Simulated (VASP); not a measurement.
Here is a VASP 6.6.1 calculation.

File INCAR:

```
SYSTEM = PbO
ALGO = Normal ; EDIFF = 1E-6
ENCUT = 600 ; GGA = PS
GGA_COMPAT = .FALSE. ; ISIF = 2
ISMEAR = 0 ; LASPH = .TRUE.
LCHARG = .FALSE. ; LREAL = .FALSE.
LWAVE = .FALSE. ; NBANDS = 17
NELM = 120 ; PREC = Accurate
SIGMA = 0.01
```

Contents of KPOINTS:

```
k-points
0
G
  5 5 5
  0 0 0
```

Contents of POSCAR:

```
PbO
1.0
    0.0000000000      2.7987768025      2.7987768025
    2.7987768025      0.0000000000      2.7987768025
    2.7987768025      2.7987768025      0.0000000000
Pb O
1 1
Direct
    0.0000000000      0.0000000000      0.0000000000
    0.2500000000      0.2500000000      0.2500000000
```

Potentials or basis: VASP PAW PBE potentials, release 64 (Pb_d, O).

The run is started by

```bash
$ cat potpaw_PBE.64/Pb_d/POTCAR potpaw_PBE.64/O/POTCAR > POTCAR
$ mpirun -np 1 vasp_std > vasp.out
```

Task: Estimate the band gap on the k mesh.

Result: 0.98 eV (least direct gap 1.28 eV).

Task: What does it give for the pressure?

Result: -1.0 GPa.

Caveat: the structure was generated, so it needn't be the stable form of PbO; the PAW data sets were made with another functional, which shifts forces and pressure a little; spin-orbit coupling is left out, which moves the levels of the heavy elements; an odd mesh through Γ misses points on the zone boundary, where band edges can lie.
